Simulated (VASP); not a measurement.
Set up this calculation in VASP 6.6.1, as the native input.

```
Task                   : single point
Functional             : PBE
Potentials or basis    : VASP PAW PBE potentials, release 64 (Ge_d, W_sv)
Cutoff                 : 520 eV
k mesh                 : 12 × 12 × 8
Occupations            : gaussian, width 0.1 eV
Spin                   : no spin polarisation
Dipole correction      : no
Further INCAR settings : ALGO = Fast; EDIFF = 1e-06; NBANDS = 43
```

The structure of GeW4 lies in POSCAR:

```
GeW4
1.0
    5.3340704538      0.0000000000      0.0000000000
   -2.6670352269      4.6194405186      0.0000000000
    0.0000000000      0.0000000000      4.9654248220
Ge W
1 4
Direct
    0.0000000000      0.0000000000      0.0000000000
    0.5000000000      0.0000000000      0.5000000000
    0.0000000000      0.5000000000      0.5000000000
    0.5000000000      0.5000000000      0.5000000000
    0.0000000000      0.0000000000      0.5000000000
```

The cell was generated, and may not be a known phase.

The input as run:

INCAR

```
ALGO = Fast
EDIFF = 1E-6
ENCUT = 520
GGA = PE
ISIF = 2
ISMEAR = 0
LASPH = True
LCHARG = False
LREAL = False
LWAVE = False
NBANDS = 43
NELM = 100
PREC = Accurate
SIGMA = 0.1
```

KPOINTS

```
k-points
0
Gamma
  12 12 8
```

Potentials or basis: VASP PAW PBE potentials, release 64 (Ge_d, W_sv).

Command:

```sh
$ cat potpaw_PBE.64/Ge_d/POTCAR potpaw_PBE.64/W_sv/POTCAR > POTCAR
$ mpirun -np 1 vasp_std > vasp.out
```

It gave:

```
Pressure               : 0.3 GPa
Band gap on the k mesh : zero (bands 35 and 36 overlap by 2.14 eV)
```

Caveat: spin-orbit coupling is left out, which moves the levels of the heavy elements.

Wall time 14 min on 1 thread of Oxide Virtual Turin-like Processor (shared host), peak memory 0.49 GiB.
